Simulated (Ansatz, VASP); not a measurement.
**ZnS in VASP and in Ansatz**

POSCAR

```
ZnS
1.0
    0.0000000000      2.6945131952      2.6945131952
    2.6945131952      0.0000000000      2.6945131952
    2.6945131952      2.6945131952      0.0000000000
Zn S
1 1
Direct
    0.0000000000      0.0000000000      0.0000000000
    0.6386626347      0.6386626347      0.7038825533
```

Contents of INCAR.step1:

```
PREC = Accurate
ENCUT = 520
ISMEAR = 0
SIGMA = 0.05
LREAL = F
LASPH = T
NELM = 100
NBANDS = 16
GGA = PE
ALGO = Normal
EDIFF = 1E-4
LWAVE = T
LCHARG = F
```

The input INCAR.step2:

```
PREC = Accurate
ENCUT = 520
EDIFF = 1E-6
ISMEAR = 0
SIGMA = 0.05
LREAL = F
LASPH = T
NELM = 100
ALGO = Normal
ISIF = 2
LWAVE = F
LCHARG = F
METAGGA = R2SCAN
LMIXTAU = T
NBANDS = 16
ISTART = 1
```

Contents of KPOINTS:

```
regular mesh
0
Gamma
  8 8 8
```

Input for Ansatz:

```yaml
crystal:
  lattice:
    - [0.0, 2.6945131952, 2.6945131952]
    - [2.6945131952, 0.0, 2.6945131952]
    - [2.6945131952, 2.6945131952, 0.0]
  atoms:
    - { symbol: Zn, position: [0.0, 0.0, 0.0] }
    - { symbol: S, position: [0.6386626347, 0.6386626347, 0.7038825533] }
basis:
  ecutwfc: 500
kpoints:
  mp_grid: { grid: [8, 8, 8] }
hamiltonian:
  xc: r2scan
scf:
  occupations: { method: gaussian, width: 0.05 }
output:
  forces: true
  stress: true
  eigenvalues: true
```

Alike in both runs: task single point; functional r2SCAN; k mesh 8 × 8 × 8; occupations gaussian, width 0.05 eV; no spin polarisation.

|  | VASP | Ansatz |
| --- | --- | --- |
| version | VASP 6.6.1 | Ansatz 0.2.0 |
| potentials or method | VASP PAW PBE potentials, release 64 (Zn, S), cutoff 520 eV | scalar-relativistic, plane waves, PAW |
| valence electrons in the cell | 18 | 18 |

VASP gave:

```
gap on the k mesh at the Fermi level (eV)                     : 2.74
least direct gap on the mesh (eV)                             : 2.74
pressure (GPa)                                                : 6.4
traceless stress, the component that is largest in VASP (GPa) : -6.28
rms of the force components (eV/Å)                            : 0.842
```

Q: What did Ansatz give for the same quantities?

A: gap on the k mesh at the Fermi level (eV): 2.72; least direct gap on the mesh (eV): 2.72; pressure (GPa): 6.3; traceless stress, the component that is largest in VASP (GPa): -6.14; rms of the force components (eV/Å): 0.829.

VASP's potentials were made for PBE, not for r2SCAN. Atom by atom the forces differ by 0.016 eV/Å (rms over components). With one functional, cell and mesh, what is left measures potentials, basis and numerics.
